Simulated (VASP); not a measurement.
Here is a VASP 6.6.1 calculation.

File INCAR:

```
PREC = Accurate
ENCUT = 600
EDIFF = 1E-6
ISMEAR = -1
SIGMA = 0.1
LREAL = F
LASPH = T
NELM = 100
ALGO = Normal
ISIF = 3
LWAVE = F
LCHARG = F
GGA = PE
IBRION = 2
NSW = 32
EDIFFG = -0.005
PSTRESS = -17.0
```

The input KPOINTS:

```
Automatic mesh
0
Gamma
  15 15 15
```

Contents of POSCAR:

```
Hf
1.0
   -1.7849734805      1.7849734805      1.7849734805
    1.7849734805     -1.7849734805      1.7849734805
    1.7849734805      1.7849734805     -1.7849734805
Hf
1
Direct
    0.0000000000      0.0000000000      0.0000000000
```

Potentials or basis: VASP PAW PBE potentials, release 64 (Hf_pv).

The run is started by

```sh
$ cat potpaw_PBE.64/Hf_pv/POTCAR > POTCAR
$ mpirun -np 1 vasp_std > vasp.out
```

Task: Estimate the relaxed cell.

Result: a = 3.088 Å, b = 3.088 Å, c = 3.088 Å, α = 109.47°, β = 109.47°, γ = 109.47°.

Task: Estimate the relaxed volume.

Result: 22.66 Å³/atom.

Step by step:
```csv
step,energy change (eV),largest force (eV/Å),pressure (GPa),volume (Å³)
1,0.0000,0.0000,-2.04,22.75
2,-0.0017,0.0000,-1.39,22.59
3,-0.0010,0.0000,-1.70,22.66
```

Caveat: the cell is relaxed towards a set pressure, so the enthalpy falls and the energy may rise.
